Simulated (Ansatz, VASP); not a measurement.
# One calculation of AsPt, two programs

```
As Pt
1.0
     0.00000    3.23790    3.23790
     3.23790    0.00000    3.23790
     3.23790    3.23790    0.00000
As Pt
2 2
Direct
  0.00000 0.00000 0.00000
  0.25000 0.25000 0.25000
  0.50000 0.50000 0.50000
  0.75000 0.75000 0.75000
```

Alike in both runs: functional PBE; k mesh 6 × 6 × 6; occupations gaussian, width 0.1 eV; no spin polarisation.

Ansatz relaxed the structure, and its values are those at the end. VASP's run is a single point on that final structure, the one shown.

|  | VASP | Ansatz |
| --- | --- | --- |
| version | VASP 6.6.1 | Ansatz 0.2.0 |
| potentials or method | VASP PAW PBE potentials, release 64 (As, Pt), cutoff 500 eV | scalar-relativistic, plane waves, PAW |
| valence electrons in the cell | 30 | 66 |

VASP gave:

| Item | Value |
| --- | --- |
| gap on the k mesh at the Fermi level (eV) | none |
| pressure (GPa) | 0.1 |

**Question.** Which values does Ansatz return?

**Answer.** gap on the k mesh at the Fermi level (eV): none; pressure (GPa): 0.2.

A gap of «none» marks a metal or a gap that the smearing closes. The functional is the same, so the differences come from potentials, cutoffs and numerics. VASP's potentials hold 30 valence electrons a cell and Ansatz's 66, so a difference there can come from the potentials and not from the codes.

Neither program's run includes spin-orbit coupling.
